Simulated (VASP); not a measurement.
# BiF2 (P6_3/mmc) in VASP: single point with PBE

Aim: the single point of BiF2 with PBE.

All numbers are computed with VASP 6.6.1; they aren't measurements. Logs are shortened: lines on timing, memory, paths and dates and some standing lists are left out, and cuts for length are marked.

## 1. The cell of the first run

Symmetry: P6_3/mmc, No. 194, hexagonal system. Conventional cell: a = 3.444 Å, b = 3.444 Å, c = 11.088 Å, α = 90.00°, β = 90.00°, γ = 120.00°. Bi (site symmetry -6m2) has 6 F at 2.50 Å within 3.3 Å. Within 3.3 Å of F (site symmetry 3m) lie 3 Bi at 2.50 Å and 4 F at 3.02 to 3.21 Å.

## 2. Single point, PBE

The input, INCAR:

```
PREC = Accurate
ENCUT = 520
EDIFF = 1E-6
ISMEAR = 0
SIGMA = 0.1
LREAL = False
LASPH = True
NELM = 60
ALGO = Normal
ISIF = 2
LWAVE = False
LCHARG = False
GGA = PE
NBANDS = 38
```

The input, KPOINTS:

```
regular mesh
0
Gamma
  12 12 4
```

The input, POSCAR:

```
BiF2
1.0
    3.4439170841      0.0000000000      0.0000000000
   -1.7219585420      2.9825196833      0.0000000000
    0.0000000000      0.0000000000     11.0877026161
Bi F
2 4
Direct
    0.3333333333      0.6666666667      0.2500000000
    0.6666666667      0.3333333333      0.7500000000
    0.3333333333      0.6666666667      0.6136570995
    0.6666666667      0.3333333333      0.1136570995
    0.3333333333      0.6666666667      0.8863429005
    0.6666666667      0.3333333333      0.3863429005
```

Potentials or basis: VASP PAW PBE potentials, release 64 (Bi_d, F).

Command:

```
$ cat potpaw_PBE.64/Bi_d/POTCAR potpaw_PBE.64/F/POTCAR > POTCAR
$ mpirun -np 1 vasp_std > vasp.out
```

OUTCAR:

```text
PREC = Accurate
   ENCUT = 520
   EDIFF = 1E-6
   ISMEAR = 0
   LREAL = False
   LASPH = True
   NELM = 60
   ISIF = 2
   GGA = PE

 ion  position               nearest neighbor table
   1  0.333  0.667  0.250-   4 2.50   6 2.50   4 2.50   6 2.50   4 2.50   6 2.50
   2  0.667  0.333  0.750-   3 2.50   5 2.50   3 2.50   5 2.50   3 2.50   5 2.50
   3  0.333  0.667  0.614-   2 2.50   2 2.50   2 2.50
   4  0.667  0.333  0.114-   1 2.50   1 2.50   1 2.50
   5  0.333  0.667  0.886-   2 2.50   2 2.50   2 2.50
   6  0.667  0.333  0.386-   1 2.50   1 2.50   1 2.50

  LATTYP: Found a hexagonal cell.
 ALAT       =     3.4439170841
 C/A-ratio  =     3.2195033578

  Lattice vectors:

 A1 = (   3.4439170841,   0.0000000000,   0.0000000000)
 A2 = (  -1.7219585420,   2.9825196833,   0.0000000000)
 A3 = (   0.0000000000,   0.0000000000,  11.0877026161)

Analysis of symmetry for initial positions (statically):
=====================================================================
 Subroutine PRICEL returns:
 Original cell was already a primitive cell.

 Routine SETGRP: Setting up the symmetry group for a
 hexagonal supercell.

 Subroutine GETGRP returns: Found 24 space group operations
 (whereof 12 operations were pure point group operations)
 out of a pool of 24 trial point group operations.

The static configuration has the point symmetry D_3d.
 The point group associated with its full space group is D_6h.

Analysis of symmetry for dynamics (positions and initial velocities):
=====================================================================
 Subroutine PRICEL returns:
 Original cell was already a primitive cell.

 Routine SETGRP: Setting up the symmetry group for a
 hexagonal supercell.

 Subroutine GETGRP returns: Found 24 space group operations
 (whereof 12 operations were pure point group operations)
 out of a pool of 24 trial point group operations.

The dynamic configuration has the point symmetry D_3d.
 The point group associated with its full space group is D_6h.

 Subroutine INISYM returns: Found 24 space group operations
 (whereof 12 operations are pure point group operations),
 and found     1 'primitive' translations

----------------------------------------------------------------------------------------

                                     Primitive cell

  volume of cell :     113.8879

  direct lattice vectors                    reciprocal lattice vectors
     3.443917084  0.000000000  0.000000000     0.290367037  0.167643487  0.000000000
    -1.721958542  2.982519683  0.000000000     0.000000000  0.335286974  0.000000000
     0.000000000  0.000000000 11.087702616     0.000000000  0.000000000  0.090190009

  length of vectors
     3.443917084  3.443917084 11.087702616     0.335286974  0.335286974  0.090190009

  position of ions in fractional coordinates (direct lattice)
     0.333333333  0.666666667  0.250000000
     0.666666667  0.333333333  0.750000000
     0.333333333  0.666666667  0.613657100
     0.666666667  0.333333333  0.113657100
     0.333333333  0.666666667  0.886342900
     0.666666667  0.333333333  0.386342900

  ion indices of the primitive-cell ions
   primitive index   ion index
                 1           1
                 2           2
                 3           3
                 4           4
                 5           5
                 6           6

----------------------------------------------------------------------------------------

 KPOINTS: regular mesh

Automatic generation of k-mesh.
 Grid dimensions read from file:
 generate k-points for:   12   12    4

 Generating k-lattice:

  Cartesian coordinates                     Fractional coordinates (reciprocal lattice)
     0.024197253  0.013970291  0.000000000     0.083333333  0.000000000  0.000000000
     0.000000000  0.027940581  0.000000000     0.000000000  0.083333333  0.000000000
     0.000000000  0.000000000  0.022547502     0.000000000  0.000000000  0.250000000

  Length of vectors
     0.027940581  0.027940581  0.022547502

  Shift w.r.t. Gamma in fractional coordinates (k-lattice)
     0.000000000  0.000000000  0.000000000

 Subroutine IBZKPT returns following result:
 ===========================================

 Found     57 irreducible k-points:

 Following reciprocal coordinates:
            Coordinates               Weight
  0.000000  0.000000  0.000000      1.000000
  0.083333  0.000000  0.000000      6.000000
  0.166667 -0.000000  0.000000      6.000000
  0.250000 -0.000000  0.000000      6.000000
  0.333333  0.000000  0.000000      6.000000
  0.416667 -0.000000  0.000000      6.000000
[... 16 lines left out ...]
  0.250000 -0.000000  0.250000     12.000000
  0.333333  0.000000  0.250000     12.000000
 [... further k-points ...]
   k-points           NKPTS =     57   k-points in BZ     NKDIM =     57   number of bands    NBANDS=     38
   number of dos      NEDOS =    301   number of ions     NIONS =      6
   total plane-waves  NPLWV =  65856
   dimension x,y,z NGX =    28 NGY =   28 NGZ =   84
   dimension x,y,z NGXF=    56 NGYF=   56 NGZF=  168
   ions per type =               2   4
   NGX,Y,Z   is equivalent  to a cutoff of  13.52, 13.52, 12.59 a.u.
   NGXF,Y,Z  is equivalent  to a cutoff of  27.03, 27.03, 25.19 a.u.
 SYSTEM =  unknown system
   PREC   = accura    normal or accurate (medium, high low for compatibility)
   ISTART =      0    job   : 0-new  1-cont  2-samecut
   ICHARG =      2    charge: 1-file 2-atom 10-const
   ISPIN  =      1    spin polarized calculation?
   LNONCOLLINEAR =      F non collinear calculations
   LSORBIT =      F    spin-orbit coupling
   LASPH  =      T    aspherical Exc in radial PAW
   ENCUT  =  520.0 eV  38.22 Ry    6.18 a.u.   6.40  6.40 20.62*2*pi/ulx,y,z
   NELM   =     60;   NELMIN=  2; NELMDL= -5     # of ELM steps
   EDIFF  = 0.1E-05   stopping-criterion for ELM
   LREAL  =      F    real-space projection
   EDIFFG = 0.1E-04   stopping-criterion for IOM
   NSW    =      0    number of steps for IOM
   IBRION =     -1    ionic relax: 0-MD 1-quasi-New 2-CG
   NFREE  =      0    steps in history (QN), initial steepest desc. (CG)
   ISIF   =      2    stress and relaxation
   ISYM   =      2    0-nonsym 1-usesym 2-fastsym
   POTIM  = 0.5000    time-step for ionic-motion
   TEBEG  =    0.0;   TEEND  =   0.0 temperature during run
   PSTRESS=    0.0 pullay stress
   NELECT =      58.0000    total number of electrons
   NUPDOWN=      -1.0000    fix difference up-down
   EMIN   =  10.00;   EMAX   =-10.00  energy-range for DOS
   EFERMI =   0.00;   METHOD = LEGACY
   ISMEAR =     0;   SIGMA  =   0.10  broadening in eV -4-tet -1-fermi 0-gaus
   EFERMI_NEDOS =   21; number of points for ismear=-14 and -15
   IALGO  =     38    algorithm
   IMIX   =      4    mixing-type and parameters
     AMIX     =   0.40;   BMIX     =  1.00
     AMIX_MAG =   1.60;   BMIX_MAG =  1.00
  volume/ion in A,a.u.               =      18.98       128.09
  Fermi-wavevector in a.u.,A,eV,Ry     =   1.307349  2.470532 23.254563  1.709162
  Thomas-Fermi vector in A             =   2.438090
   LORBIT       =      0    0 simple, 1 ext, 2 COOP (PROOUT), +10 PAW based schemes
   GGA     = PE    functional components
   LHFCALC =     F    Hartree Fock is set to
   AEXX    =    0.0000 exact exchange contribution
   IVDW    =     0    specifies the selected vdW correction
   LEPSILON=     F    determine dielectric tensor
   LRPA    =     F    only Hartree local field effects (RPA)
 non-spin polarized calculation
 Gauss-broadening in eV      SIGMA  =   0.10
  energy-cutoff  :      520.00
  volume of cell :      113.89
 maximum number of plane-waves:      3099
 NGX is ok and might be reduce to    28
   NGX = 13   NGY = 13   NGZ = 41

 number of electron      57.9999971 magnetization

 Free energy of the ion-electron system (eV)
  ---------------------------------------------------
  ext. energy  EPLUGINS =         0.00000000
  ---------------------------------------------------
  free energy    TOTEN  =       -25.08416225 eV

  energy without entropy =      -25.07834414  energy(sigma->0) =      -25.08125319

 E-fermi :   3.7587     XC(G=0):  -9.1152

 val. band max:        3.6751755179   @ k =   0.3333   0.0833   0.0000
 cond. band min:       3.7666331009   @ k =   0.3333   0.0000   0.0000
 fundamental gap:      0.0914575830
 Fermi energy:         3.7586650255

 k-point     1 :       0.0000    0.0000    0.0000
  band No.  band energies     occupation
      1     -20.1220      2.00000
      2     -20.1220      2.00000
      3     -19.9727      2.00000
      4     -19.9727      2.00000
      5     -19.9727      2.00000
      6     -19.9727      2.00000
[... 30 lines left out ...]
     37      13.1679      0.00000
     38      13.3709      0.00000

 k-point     2 :       0.0833    0.0000    0.0000
  band No.  band energies     occupation
      1     -20.1159      2.00000
      2     -20.1158      2.00000
      3     -20.0156      2.00000
      4     -20.0113      2.00000
      5     -20.0053      2.00000
      6     -20.0005      2.00000
[... 30 lines left out ...]
     37      13.1613      0.00000
     38      13.8329      0.00000

 k-point     3 :       0.1667   -0.0000    0.0000
  band No.  band energies     occupation
      1     -20.1193      2.00000
      2     -20.1101      2.00000
      3     -20.1059      2.00000
      4     -20.1043      2.00000
      5     -20.0632      2.00000
      6     -20.0541      2.00000
[... 30 lines left out ...]
     37      13.2497      0.00000
     38      13.7540      0.00000

 k-point     4 :       0.2500   -0.0000    0.0000
  band No.  band energies     occupation
      1     -20.2262      2.00000
      2     -20.2159      2.00000
      3     -20.1457      2.00000
      4     -20.1385      2.00000
      5     -20.0635      2.00000
      6     -20.0594      2.00000
[... 30 lines left out ...]
     37      13.0798      0.00000
     38      13.3256      0.00000
[... 703 lines left out ...]
      4     -20.1044      2.00000
      5     -20.0616      2.00000
      6     -20.0553      2.00000
[... 30 lines left out ...]
     37      13.6314      0.00000
     38      13.7632      0.00000

 k-point    23 :       0.2500   -0.0000    0.2500
  band No.  band energies     occupation
      1     -20.2248      2.00000
      2     -20.2176      2.00000
      3     -20.1444      2.00000
      4     -20.1394      2.00000
      5     -20.0629      2.00000
      6     -20.0600      2.00000
[... 30 lines left out ...]
     37      13.1829      0.00000
     38      13.3311      0.00000

 k-point    24 :       0.3333    0.0000    0.2500
  band No.  band energies     occupation
      1     -20.3108      2.00000
      2     -20.3046      2.00000
      3     -20.1946      2.00000
      4     -20.1900      2.00000
      5     -20.0403      2.00000
      6     -20.0381      2.00000
[... 30 lines left out ...]
     37      12.7902      0.00000
     38      12.9685      0.00000

 [... further k-points ...]
[... 5 lines left out ...]
  --------------------------------------------------------------------------------------
  -------------------------------------------------------------------------------------
  Total       -0.0771740     -0.0771740     -0.1237213     -0.0000000      0.0000000     -0.0000000
  in kB       -1.0856855     -1.0856855     -1.7405134     -0.0000000      0.0000000     -0.0000000
  external PRESSURE =      -1.3039615 kB  Pullay stress =       0.0000000 kB

 VOLUME and BASIS-vectors are now :
 -----------------------------------------------------------------------------
  energy-cutoff  :      520.00
  volume of cell :      113.89
      direct lattice vectors                 reciprocal lattice vectors
     3.443917084  0.000000000  0.000000000     0.290367037  0.167643487  0.000000000
    -1.721958542  2.982519683  0.000000000     0.000000000  0.335286974  0.000000000
     0.000000000  0.000000000 11.087702616     0.000000000  0.000000000  0.090190009

 POSITION                                       TOTAL-FORCE (eV/Angst)
 -----------------------------------------------------------------------------------
     -0.00000      1.98835      2.77193        -0.000000     -0.000000      0.000000
      1.72196      0.99417      8.31578         0.000000     -0.000000      0.000000
     -0.00000      1.98835      6.80405         0.000000     -0.000000     -0.011257
      1.72196      0.99417      1.26020         0.000000      0.000000     -0.011257
     -0.00000      1.98835      9.82751        -0.000000     -0.000000      0.011257
      1.72196      0.99417      4.28366        -0.000000      0.000000      0.011257
 -----------------------------------------------------------------------------------
    total drift:                               -0.000000      0.000000      0.000000

  FREE ENERGIE OF THE ION-ELECTRON SYSTEM (eV)
  ---------------------------------------------------
  free  energy   TOTEN  =       -25.0841622478 eV

  energy  without entropy=      -25.0783441355  energy(sigma->0) =      -25.08125319
```

It used 130 s of CPU time on 1 thread of Intel(R) Xeon(R) 6975P-C (Granite Rapids), with other jobs on the host.

What came out:

| Property | Result |
| --- | --- |
| Free energy | -25.0842 eV |
| Pressure | -0.1 GPa |
| Largest force | 0.011 eV/Å |
| Band gap on the k mesh | zero (bands 29 and 30 overlap by 2.18 eV) |

Forces on the atoms (eV/Å):
```
Bi   0.000  0.000  0.000
Bi   0.000  0.000  0.000
F    0.000  0.000 -0.011
F    0.000  0.000 -0.011
F    0.000  0.000  0.011
F    0.000  0.000  0.011
```

Levels at points of the mesh, in eV from the Fermi level:
```csv
k point,band 25,band 26,band 27,band 28,band 29,band 30,band 31,band 32
"(0.00, 0.00, 0.00)",-4.21,-4.21,-4.15,-3.42,0.15,0.87,5.01,5.01
"(0.50, 0.00, 0.00)",-4.25,-4.02,-3.64,-3.33,-0.78,-0.50,3.11,3.20
"(0.00, 0.00, 0.50)",-4.24,-4.24,-3.71,-3.71,0.50,0.50,5.03,5.03
"(0.50, 0.00, 0.50)",-4.16,-4.16,-3.47,-3.47,-0.64,-0.64,3.15,3.15
```

Caveat: spin-orbit coupling is left out, which moves the levels of the heavy elements.
